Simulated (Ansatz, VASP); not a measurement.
One calculation of Ti, two programs

The input INCAR:

```
PREC = Accurate ; ENCUT = 520
EDIFF = 1E-7 ; ISMEAR = 0
SIGMA = 0.15 ; LREAL = F
LASPH = T ; NELM = 80
ALGO = Fast ; ISIF = 2
LWAVE = F ; LCHARG = F
GGA = PS ; NBANDS = 12
```

File KPOINTS:

```
Automatic mesh
0
Gamma
  22 22 22
```

The input POSCAR:

```
Ti
1.0
    0.0000000000      2.1430043997      1.8215537398
    2.1430043997      0.0000000000      1.8215537398
    2.1430043997      2.1430043997      0.0000000000
Ti
1
Direct
    0.0000000000      0.0000000000      0.0000000000
```

Input for Ansatz:

```yaml
crystal:
  lattice:
    - [0.0, 2.1430043997, 1.8215537398]
    - [2.1430043997, 0.0, 1.8215537398]
    - [2.1430043997, 2.1430043997, 0.0]
  atoms:
    - { symbol: Ti, position: [0.0, 0.0, 0.0] }
basis:
  ecutwfc: 420
kpoints:
  mp_grid: { grid: [22, 22, 22] }
hamiltonian:
  xc: pbesol
scf:
  occupations: { method: gaussian, width: 0.15 }
output:
  forces: true
  stress: true
  eigenvalues: true
```

Alike in both runs: task single point; functional PBEsol; k mesh 22 × 22 × 22; occupations gaussian, width 0.15 eV; no spin polarisation.

|  | VASP | Ansatz |
| --- | --- | --- |
| version | VASP 6.6.1 | Ansatz 0.2.0 |
| potentials or method | VASP PAW PBE potentials, release 64 (Ti_sv), cutoff 520 eV | scalar-relativistic, plane waves, PAW |
| valence electrons in the cell | 12 | 12 |

Ansatz gave:

* gap on the k mesh at the Fermi level (eV): none
* pressure (GPa): -0.5
* traceless stress, the component that is largest in VASP (GPa): 2.09

Task: Which values does VASP return?

Result: gap on the k mesh at the Fermi level (eV): none; pressure (GPa): -0.8; traceless stress, the component that is largest in VASP (GPa): 2.10.

VASP's potentials were made for PBE, not for PBEsol. A gap of «none» marks a metal or a gap that the smearing closes. With one functional, cell and mesh, what is left measures potentials, basis and numerics.
